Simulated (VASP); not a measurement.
Input of a VASP 6.6.1 run:

INCAR

```
  ALGO = Normal
  EDIFF = 1E-7
  ENCUT = 520
  ISIF = 2
  ISMEAR = -1
  LASPH = True
  LCHARG = True
  LELF = True
  LREAL = Auto
  LVHAR = True
  LWAVE = False
  NBANDS = 53
  NELM = 80
  PREC = Accurate
  SIGMA = 0.05
```

KPOINTS

```
k-points
0
Gamma
  2 2 2
```

POSCAR

```
Si16Ge
1.0
    0.0000000000      5.4300000000      5.4300000000
    5.4300000000      0.0000000000      5.4300000000
    5.4300000000      5.4300000000      0.0000000000
Si Ge
16 1
Direct
    0.0142916206      0.0140118785     -0.0421802026
    0.1163380295      0.1160779926      0.1196728361
   -0.0011969613     -0.0013345304      0.4907623389
    0.1388795580      0.1386519337      0.5839707182
   -0.0268013812      0.5084313996      0.0104732044
    0.1163318600      0.6480755064      0.1198473297
   -0.0013643646      0.5118912523      0.4909161142
    0.1129369245      0.6277008287      0.6317663904
    0.5087883978     -0.0271047882      0.0103926335
    0.6483675875      0.1160441989      0.1198607735
    0.5120854512     -0.0014988950      0.4908644567
    0.6278723757      0.1127134438      0.6317524862
    0.5085213628      0.5082278085      0.0104440147
    0.6093070902      0.6090577348      0.1726383978
    0.4861857274      0.4859282689      0.5419389503
    0.6277254144      0.6276377532      0.6318808471
    0.3505556169      0.3500976059      0.9492226519
```

Potentials or basis: VASP PAW LDA potentials, release 64 (Si, Ge_d).

Launch:

```console
$ cat potpaw_LDA.64/Si/POTCAR potpaw_LDA.64/Ge_d/POTCAR > POTCAR
$ mpirun -np 1 vasp_std > vasp.out
```

Q: Estimate the pressure.

A: 2.4 GPa.

Q: Estimate the band gap on the k mesh.

A: Zero (bands 39 and 40 overlap by 0.18 eV).

Stress tensor (GPa, compression positive):
```
 2.43 -0.61  0.62
-0.61  2.43  0.61
 0.62  0.61  2.43
```

Caveat: the k points lie up to 0.50 Å⁻¹ apart.
